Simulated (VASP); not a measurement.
WC: vibrations by perturbation theory with LDA

The system is WC.

```
W C
1.0
     2.88461    0.00000    0.00000
    -1.44230    2.49814    0.00000
     0.00000    0.00000    2.81126
W C
1 1
Cartesian
  0.0000 0.0000 0.0000
  1.4423 0.8327 1.4056
```

```yaml
Program: VASP 6.6.1
Task: vibrations by perturbation theory
Functional: LDA
Potentials_or_basis: VASP PAW LDA potentials, release 64 (W_sv, C)
Cutoff: 520 eV
k_mesh: 18 × 18 × 14
Occupations: fermi-dirac, width 0.15 eV
Spin: no spin polarisation
Dipole_correction: no
Further_INCAR_settings: ALGO = Normal; EDIFF = 1e-08; NBANDS = 16; IBRION = 8; NSW = 1
```

- Highest phonon frequency at Γ: 635 cm⁻¹

Phonon frequencies in cm⁻¹ (negative: imaginary):
| q point | frequencies |
| --- | --- |
| (0.000, 0.000, 0.000) | 0 0 0 606 635 635 |

It took 8.5 min on 1 thread of Intel(R) Xeon(R) 6975P-C (Granite Rapids), with other jobs on the host, peak memory 0.9 GiB.

Caveat: the cell stands under pressure or tension, which shifts response properties.
